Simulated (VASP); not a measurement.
# Ta (Im-3m) in VASP: a series of runs

Ta is run at these levels: PBE; tasks: single point.

All numbers are computed with VASP 6.6.1; they aren't measurements. Logs are shortened: lines on timing, memory, paths and dates and some standing lists are left out, and cuts for length are marked.

## Step 1: The cell of the first run

Symmetry: Im-3m, No. 229, cubic system. The conventional cell has a = 3.310 Å, b = 3.310 Å, c = 3.310 Å, α = 90.00°, β = 90.00°, γ = 90.00°. Ta (site symmetry m-3m) has 14 Ta at 2.87 to 3.31 Å within 3.8 Å.

## Step 2: Single point, PBE

Input file INCAR:

```
PREC     = Accurate       # precision mode
ENCUT    = 500            # plane-wave cutoff, eV
EDIFF    = 1E-6           # SCF threshold, eV
ISMEAR   = 0              # smearing method
SIGMA    = 0.05           # smearing width, eV
LREAL    = F              # projectors in reciprocal space
LASPH    = T              # aspherical terms in the spheres
NELM     = 120            # most SCF steps
ALGO     = Normal         # electronic algorithm
ISIF     = 2              # what is computed and relaxed
LWAVE    = F              # write WAVECAR
LCHARG   = F              # write CHGCAR
GGA      = PE             # functional
NBANDS   = 12             # bands
GGA_COMPAT= F
```

Input file KPOINTS:

```
regular mesh
0
Gamma
  14 14 14
```

Input file POSCAR:

```
Ta
1.0
   -1.6550000000      1.6550000000      1.6550000000
    1.6550000000     -1.6550000000      1.6550000000
    1.6550000000      1.6550000000     -1.6550000000
Ta
1
Direct
    0.0000000000      0.0000000000      0.0000000000
```

Potentials or basis: VASP PAW PBE potentials, release 64 (Ta_pv).

On the command line:

```console
> cat potpaw_PBE.64/Ta_pv/POTCAR > POTCAR
> mpirun -np 1 vasp_std > vasp.out
```

OUTCAR:

```text
PREC = Accurate
   ENCUT = 500
   EDIFF = 1E-6
   ISMEAR = 0
   LREAL = F
   LASPH = T
   NELM = 120
   ISIF = 2
   GGA = PE

 ion  position               nearest neighbor table
   1  0.000  0.000  0.000-

  LATTYP: Found a body centered cubic cell.
 ALAT       =     3.3100000000

  Lattice vectors:

 A1 = (  -1.6550000000,   1.6550000000,   1.6550000000)
 A2 = (   1.6550000000,  -1.6550000000,   1.6550000000)
 A3 = (   1.6550000000,   1.6550000000,  -1.6550000000)

Analysis of symmetry for initial positions (statically):
=====================================================================
 Subroutine PRICEL returns:
 Original cell was already a primitive cell.

 Routine SETGRP: Setting up the symmetry group for a
 body centered cubic supercell.

 Subroutine GETGRP returns: Found 48 space group operations
 (whereof 48 operations were pure point group operations)
 out of a pool of 48 trial point group operations.

The static configuration has the point symmetry O_h .

Analysis of symmetry for dynamics (positions and initial velocities):
=====================================================================
 Subroutine PRICEL returns:
 Original cell was already a primitive cell.

 Routine SETGRP: Setting up the symmetry group for a
 body centered cubic supercell.

 Subroutine GETGRP returns: Found 48 space group operations
 (whereof 48 operations were pure point group operations)
 out of a pool of 48 trial point group operations.

The dynamic configuration has the point symmetry O_h .

 Subroutine INISYM returns: Found 48 space group operations
 (whereof 48 operations are pure point group operations),
 and found     1 'primitive' translations

----------------------------------------------------------------------------------------

                                     Primitive cell

  volume of cell :      18.1323

  direct lattice vectors                    reciprocal lattice vectors
    -1.655000000  1.655000000  1.655000000     0.000000000  0.302114804  0.302114804
     1.655000000 -1.655000000  1.655000000     0.302114804  0.000000000  0.302114804
     1.655000000  1.655000000 -1.655000000     0.302114804  0.302114804  0.000000000

  length of vectors
     2.866544087  2.866544087  2.866544087     0.427254853  0.427254853  0.427254853

  position of ions in fractional coordinates (direct lattice)
     0.000000000  0.000000000  0.000000000

  ion indices of the primitive-cell ions
   primitive index   ion index
                 1           1

----------------------------------------------------------------------------------------

 KPOINTS: regular mesh

Automatic generation of k-mesh.
 Grid dimensions read from file:
 generate k-points for:   14   14   14

 Generating k-lattice:

  Cartesian coordinates                     Fractional coordinates (reciprocal lattice)
     0.000000000  0.021579629  0.021579629     0.071428571  0.000000000  0.000000000
     0.021579629  0.000000000  0.021579629     0.000000000  0.071428571  0.000000000
     0.021579629  0.021579629  0.000000000     0.000000000  0.000000000  0.071428571

  Length of vectors
     0.030518204  0.030518204  0.030518204

  Shift w.r.t. Gamma in fractional coordinates (k-lattice)
     0.000000000  0.000000000  0.000000000

 Subroutine IBZKPT returns following result:
 ===========================================

 Found    104 irreducible k-points:

 Following reciprocal coordinates:
            Coordinates               Weight
  0.000000  0.000000  0.000000      1.000000
  0.071429  0.000000  0.000000     12.000000
  0.142857  0.000000  0.000000     12.000000
  0.214286  0.000000  0.000000     12.000000
  0.285714  0.000000  0.000000     12.000000
  0.357143  0.000000  0.000000     12.000000
[... 16 lines left out ...]
  0.285714  0.285714  0.000000     24.000000
  0.357143  0.285714  0.000000     24.000000
 [... further k-points ...]
   k-points           NKPTS =    104   k-points in BZ     NKDIM =    104   number of bands    NBANDS=     12
   number of dos      NEDOS =    301   number of ions     NIONS =      1
   total plane-waves  NPLWV =  13824
   dimension x,y,z NGX =    24 NGY =   24 NGZ =   24
   dimension x,y,z NGXF=    48 NGYF=   48 NGZF=   48
   ions per type =               1
   NGX,Y,Z   is equivalent  to a cutoff of  13.92, 13.92, 13.92 a.u.
   NGXF,Y,Z  is equivalent  to a cutoff of  27.84, 27.84, 27.84 a.u.
 SYSTEM =  unknown system
   PREC   = accura    normal or accurate (medium, high low for compatibility)
   ISTART =      0    job   : 0-new  1-cont  2-samecut
   ICHARG =      2    charge: 1-file 2-atom 10-const
   ISPIN  =      1    spin polarized calculation?
   LNONCOLLINEAR =      F non collinear calculations
   LSORBIT =      F    spin-orbit coupling
   LASPH  =      T    aspherical Exc in radial PAW
   ENCUT  =  500.0 eV  36.75 Ry    6.06 a.u.   5.23  5.23  5.23*2*pi/ulx,y,z
   NELM   =    120;   NELMIN=  2; NELMDL= -5     # of ELM steps
   EDIFF  = 0.1E-05   stopping-criterion for ELM
   LREAL  =      F    real-space projection
   EDIFFG = 0.1E-04   stopping-criterion for IOM
   NSW    =      0    number of steps for IOM
   IBRION =     -1    ionic relax: 0-MD 1-quasi-New 2-CG
   NFREE  =      0    steps in history (QN), initial steepest desc. (CG)
   ISIF   =      2    stress and relaxation
   ISYM   =      2    0-nonsym 1-usesym 2-fastsym
   POTIM  = 0.5000    time-step for ionic-motion
   TEBEG  =    0.0;   TEEND  =   0.0 temperature during run
   PSTRESS=    0.0 pullay stress
   NELECT =      11.0000    total number of electrons
   NUPDOWN=      -1.0000    fix difference up-down
   EMIN   =  10.00;   EMAX   =-10.00  energy-range for DOS
   EFERMI =   0.00;   METHOD = LEGACY
   ISMEAR =     0;   SIGMA  =   0.05  broadening in eV -4-tet -1-fermi 0-gaus
   EFERMI_NEDOS =   21; number of points for ismear=-14 and -15
   IALGO  =     38    algorithm
   IMIX   =      4    mixing-type and parameters
     AMIX     =   0.40;   BMIX     =  1.00
     AMIX_MAG =   1.60;   BMIX_MAG =  1.00
  volume/ion in A,a.u.               =      18.13       122.36
  Fermi-wavevector in a.u.,A,eV,Ry     =   1.385865  2.618906 26.131663  1.920623
  Thomas-Fermi vector in A             =   2.510235
   LORBIT       =      0    0 simple, 1 ext, 2 COOP (PROOUT), +10 PAW based schemes
   GGA     = PE    functional components
   LHFCALC =     F    Hartree Fock is set to
   AEXX    =    0.0000 exact exchange contribution
   IVDW    =     0    specifies the selected vdW correction
   LEPSILON=     F    determine dielectric tensor
   LRPA    =     F    only Hartree local field effects (RPA)
 non-spin polarized calculation
 Gauss-broadening in eV      SIGMA  =   0.05
  energy-cutoff  :      500.00
  volume of cell :       18.13
 maximum number of plane-waves:       474
 NGX is ok and might be reduce to    24
   NGX = 11   NGY = 11   NGZ = 11

 number of electron      11.0000001 magnetization

 Free energy of the ion-electron system (eV)
  ---------------------------------------------------
  ext. energy  EPLUGINS =         0.00000000
  ---------------------------------------------------
  free energy    TOTEN  =       -11.81902230 eV

  energy without entropy =      -11.81784511  energy(sigma->0) =      -11.81843370

 E-fermi :   5.4141     XC(G=0): -12.5844

 val. band max:        5.3962869017   @ k =  -0.3571   0.4286   0.1429
 cond. band min:       5.4420733083   @ k =   0.3571   0.1429   0.1429
 fundamental gap:      0.0457864066
 Fermi energy:         5.4140581960

 k-point     1 :       0.0000    0.0000    0.0000
  band No.  band energies     occupation
      1     -27.6684      2.00000
      2     -27.6684      2.00000
      3     -27.6684      2.00000
      4      -2.4584      2.00000
      5       6.1656      0.00000
      6       6.1656      0.00000
      7       6.1656      0.00000
      8       9.4154      0.00000
      9       9.4154      0.00000
     10      20.1039      0.00000
     11      20.4118      0.00000
     12      20.4118      0.00000

 k-point     2 :       0.0714    0.0000    0.0000
  band No.  band energies     occupation
      1     -27.7302      2.00000
      2     -27.6874      2.00000
      3     -27.6687      2.00000
      4      -2.2327      2.00000
      5       6.0194      0.00000
      6       6.1210      0.00000
      7       6.3870      0.00000
      8       9.1846      0.00000
      9       9.4162      0.00000
     10      20.1039      0.00000
     11      20.6125      0.00000
     12      20.8078      0.00000

 k-point     3 :       0.1429    0.0000    0.0000
  band No.  band energies     occupation
      1     -27.9001      2.00000
      2     -27.7404      2.00000
      3     -27.6697      2.00000
      4      -1.5943      2.00000
      5       5.6370      0.00000
      6       5.9140      0.00000
      7       7.0397      0.00000
      8       8.8105      0.00000
      9       9.4382      0.00000
     10      20.1033      0.00000
     11      21.0325      0.00000
     12      21.9342      0.00000
[... 286 lines left out ...]
 k-point    23 :       0.2857    0.2857    0.0000
  band No.  band energies     occupation
      1     -28.5934      2.00000
      2     -28.2887      2.00000
      3     -27.8061      2.00000
      4       2.7532      2.00000
      5       4.0419      2.00000
      6       4.8592      2.00000
      7       9.4003      0.00000
      8      10.1721      0.00000
      9      15.0605      0.00000
     10      15.3324      0.00000
     11      19.1821      0.00000
     12      20.1087      0.00000

 k-point    24 :       0.3571    0.2857    0.0000
  band No.  band energies     occupation
      1     -28.5495      2.00000
      2     -28.3741      2.00000
      3     -27.8122      2.00000
      4       2.8966      2.00000
      5       4.1842      2.00000
      6       4.7261      2.00000
      7       9.6290      0.00000
      8      10.1964      0.00000
      9      14.3003      0.00000
     10      16.4362      0.00000
     11      18.2202      0.00000
     12      20.1085      0.00000

 [... further k-points ...]

------------------------ aborting loop because EDIFF is reached ----------------------------------------

  FORCE on cell =-STRESS in cart. coord.  units (eV):
  Direction    XX          YY          ZZ          XY          YZ          ZX
  --------------------------------------------------------------------------------------
  -------------------------------------------------------------------------------------
  Total        0.1956811      0.1956811      0.1956811     -0.0000000     -0.0000000      0.0000000
  in kB       17.2904195     17.2904195     17.2904195     -0.0000000     -0.0000000      0.0000000
  external PRESSURE =      17.2904195 kB  Pullay stress =       0.0000000 kB

 VOLUME and BASIS-vectors are now :
 -----------------------------------------------------------------------------
  energy-cutoff  :      500.00
  volume of cell :       18.13
      direct lattice vectors                 reciprocal lattice vectors
    -1.655000000  1.655000000  1.655000000     0.000000000  0.302114804  0.302114804
     1.655000000 -1.655000000  1.655000000     0.302114804  0.000000000  0.302114804
     1.655000000  1.655000000 -1.655000000     0.302114804  0.302114804  0.000000000

 POSITION                                       TOTAL-FORCE (eV/Angst)
 -----------------------------------------------------------------------------------
      0.00000      0.00000      0.00000         0.000000     -0.000000     -0.000000
 -----------------------------------------------------------------------------------
    total drift:                                0.000000      0.000000      0.000000

  FREE ENERGIE OF THE ION-ELECTRON SYSTEM (eV)
  ---------------------------------------------------
  free  energy   TOTEN  =       -11.8190222972 eV

  energy  without entropy=      -11.8178451071  energy(sigma->0) =      -11.81843370
```

It took 18 s on 1 thread of Intel Xeon 8259CL, shared host; peak memory 0.15 GiB.

Results:

```yaml
Free_energy: -11.8190 eV
Pressure: 1.7 GPa
Band_gap_on_the_k_mesh: zero (an odd number of electrons rules out a gap without spin polarisation)
```

Levels at points of the mesh, in eV from the Fermi level:
| k point | band 2 | band 3 | band 4 | band 5 | band 6 | band 7 | band 8 | band 9 |
| --- | --- | --- | --- | --- | --- | --- | --- | --- |
| (0.00, 0.00, 0.00) | -33.08 | -33.08 | -7.87 | 0.75 | 0.75 | 0.75 | 4.00 | 4.00 |
| (0.50, 0.00, 0.00) | -33.45 | -33.09 | -4.33 | -1.51 | 1.57 | 3.88 | 4.90 | 7.75 |
| (0.50, 0.50, 0.50) | -33.88 | -33.88 | -3.74 | -3.74 | 6.80 | 6.80 | 6.80 | 8.61 |

Caveat: spin-orbit coupling is left out, which moves the levels of the heavy elements.

## Step 3: Single point, PBE (18.33 Å³/atom)

This run uses another cell than the first one, of 18.33 Å³/atom.

Input file INCAR:

```
SYSTEM = Ta
ALGO     = Normal         ! electronic algorithm
EDIFF    = 1E-6           ! SCF threshold, eV
ENCUT    = 500            ! plane-wave cutoff, eV
GGA      = PE             ! functional
GGA_COMPAT= .False.      
ISIF     = 2              ! what is computed and relaxed
ISMEAR   = 0              ! smearing method
LASPH    = .True.         ! aspherical terms in the spheres
LCHARG   = .False.        ! write CHGCAR
LREAL    = .False.        ! projectors in reciprocal space
LWAVE    = .False.        ! write WAVECAR
NBANDS   = 12             ! bands
NELM     = 120            ! most SCF steps
PREC     = Accurate       ! precision mode
SIGMA    = 0.05           ! smearing width, eV
```

Input file KPOINTS:

```
k-points
0
Gamma
  14 14 14
  0 0 0
```

Input file POSCAR:

```
Ta
1.0
   -1.6609428998      1.6609428998      1.6609428998
    1.6609428998     -1.6609428998      1.6609428998
    1.6609428998      1.6609428998     -1.6609428998
Ta
1
Direct
    0.0000000000      0.0000000000      0.0000000000
```

Potentials or basis: VASP PAW PBE potentials, release 64 (Ta_pv).

On the command line:

```console
> cat potpaw_PBE.64/Ta_pv/POTCAR > POTCAR
> mpirun -np 1 vasp_std > vasp.out
```

Run time: 22 s. Hardware: 1 thread of Intel Xeon 8259CL, shared host; peak memory 0.15 GiB.

The run converged. Its results:

```
Free energy            : -11.8198 eV
Pressure               : -0.5 GPa
Band gap on the k mesh : zero (an odd number of electrons rules out a gap without spin polarisation)
```

Levels at points of the mesh, in eV from the Fermi level:
```
           k point  band 3  band 4  band 5  band 6  band 7  band 8
(0.00, 0.00, 0.00)  -33.13   -7.84    0.75    0.75    0.75    3.96
(0.50, 0.00, 0.00)  -33.14   -4.29   -1.48    1.52    3.83    4.83
(0.50, 0.50, 0.50)  -33.90   -3.69   -3.69    6.71    6.71    6.71
```

Caveat: spin-orbit coupling is left out, which moves the levels of the heavy elements.
